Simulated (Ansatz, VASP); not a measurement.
# Two plane-wave programs on Ge6N

```xyz
7
Lattice="0.0000 4.4894 4.4894 4.4894 0.0000 4.4894 4.4894 4.4894 0.0000" Properties=species:S:1:pos:R:3 pbc="T T T"
Ge    5.3773    3.6015    5.3773
Ge    3.6015    3.6015    3.6015
Ge    3.6015    5.3773    5.3773
Ge    5.3773    5.3773    3.6015
Ge    0.0000    0.0000    0.0000
Ge    2.2447    2.2447    2.2447
N     6.7342    6.7342    6.7342
```

Alike in both runs: task relaxation of cell and atoms; functional PBE; k mesh 8 × 8 × 8; occupations gaussian, width 0.1 eV; no spin polarisation.

|  | VASP | Ansatz |
| --- | --- | --- |
| version | VASP 6.6.1 | Ansatz 0.2.0 |
| potentials or method | VASP PAW PBE potentials, release 64 (Ge_d, N), cutoff 600 eV | scalar-relativistic, plane waves, PAW |
| valence electrons in the cell | 89 | 89 |

|  | VASP | Ansatz | Ansatz less VASP |
| --- | --- | --- | --- |
| gap on the k mesh at the Fermi level, each at its own relaxed structure (eV) | none | none | - |
| relaxed volume (Å³/atom) | 25.98 | 26.02 | +0.032 |
| relaxed cell length with the largest relative difference (Å) | 6.360 | 6.362 | +0.0026 |

A gap of «none» marks a metal or a gap that the smearing closes.
